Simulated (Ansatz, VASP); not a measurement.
Os2W: VASP beside Ansatz

```
Os W
1.0
     0.00000    2.98248    2.98248
     2.98248    0.00000    2.98248
     2.98248    2.98248    0.00000
Os W
2 1
Cartesian
  1.4912 1.4912 1.4912
  4.4737 4.4737 4.4737
  0.0000 0.0000 0.0000
```

Alike in both runs: functional PBE; k mesh 14 × 14 × 14; occupations gaussian, width 0.1 eV; no spin polarisation.

Ansatz relaxed the structure, and its values are those at the end. VASP's run is a single point on that final structure, the one shown.

|  | VASP | Ansatz |
| --- | --- | --- |
| version | VASP 6.6.1 | Ansatz 0.2.0 |
| potentials or method | VASP PAW PBE potentials, release 64 (Os, W_sv), cutoff 520 eV | scalar-relativistic, plane waves, PAW |
| valence electrons in the cell | 30 | 46 |

Ansatz gave:

- gap on the k mesh at the Fermi level (eV): none
- pressure (GPa): 0.0

Problem. Estimate VASP's values.

Solution. gap on the k mesh at the Fermi level (eV): none; pressure (GPa): 0.4.

A gap of «none» marks a metal or a gap that the smearing closes. VASP's potentials hold 30 valence electrons a cell and Ansatz's 46, so a difference there can come from the potentials and not from the codes.

Spin-orbit coupling is off throughout.
